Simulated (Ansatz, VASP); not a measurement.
**Two plane-wave programs on Si4Mo3**

```xyz
7
Lattice="3.1755 1.8334 3.9559 -3.1755 1.8334 3.9559 0.0000 -3.6667 3.9559" Properties=species:S:1:pos:R:3 pbc="T T T"
Si    0.0000    0.0000    8.2803
Si    0.0000    0.0000    3.5873
Si    0.0000    0.0000   10.3215
Si    0.0000    0.0000    1.5462
Mo   -2.8346    0.0000    5.9338
Mo    1.4173   -2.4548    5.9338
Mo    1.4173    2.4548    5.9338
```

Alike in both runs: task relaxation of cell and atoms; functional PBE; k mesh 3 × 3 × 3; occupations gaussian, width 0.2 eV; no spin polarisation.

|  | VASP | Ansatz |
| --- | --- | --- |
| version | VASP 6.6.1 | Ansatz 0.2.0 |
| potentials or method | VASP PAW PBE potentials, release 64 (Si, Mo_sv), cutoff 500 eV | scalar-relativistic, plane waves, PAW |
| valence electrons in the cell | 58 | 58 |

VASP gave:

```
gap on the k mesh at the Fermi level, each at its own relaxed structure (eV) : none
relaxed volume (Å³/atom)                                                     : 17.34
relaxed cell length with the largest relative difference (Å)                 : 5.061
```

**Question.** What did Ansatz give for the same quantities?

**Answer.** gap on the k mesh at the Fermi level, each at its own relaxed structure (eV): none; relaxed volume (Å³/atom): 17.37; relaxed cell length with the largest relative difference (Å): 5.063.

A gap of «none» marks a metal or a gap that the smearing closes.

The k mesh is coarse, so the values compare programs but aren't converged.
